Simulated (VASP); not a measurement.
Crystal: Al.

```
CELL_PARAMETERS angstrom
0.00000 1.99744 1.99744
1.99744 0.00000 1.99744
1.99744 1.99744 0.00000
ATOMIC_POSITIONS crystal
Al 0.00000 0.00000 0.00000
```

Base run:

```yaml
Program: VASP 6.6.1
Functional: SVWN5
Potentials_or_basis: VASP PAW PBE potentials, release 64 (Al)
Cutoff: 520 eV
k_mesh: 11 × 11 × 11
Occupations: fermi-dirac, width 0.05 eV
Spin: no spin polarisation
```

Its results: pressure -0.2 GPa.

Problem. After a change of settings the same cell gave: pressure 1.5 GPa. Which change was it?
A. functional from SVWN5 to LDA; potentials or basis from VASP PAW PBE potentials, release 64 (Al) to VASP PAW LDA potentials, release 64 (Al)
B. functional from SVWN5 to revPBE; further incar settings from ALGO = Normal; EDIFF = 1e-07; NBANDS = 8 to ALGO = Normal; EDIFF = 1e-06; NBANDS = 8
C. functional from SVWN5 to PBEsol; further incar settings from ALGO = Normal; EDIFF = 1e-07; NBANDS = 8 to ALGO = Fast; EDIFF = 1e-06; NBANDS = 8
D. functional from SVWN5 to PBE; dispersion from none to D4

Solution. C.

Caveats: the PAW data sets were made with another functional, which shifts forces and pressure a little.
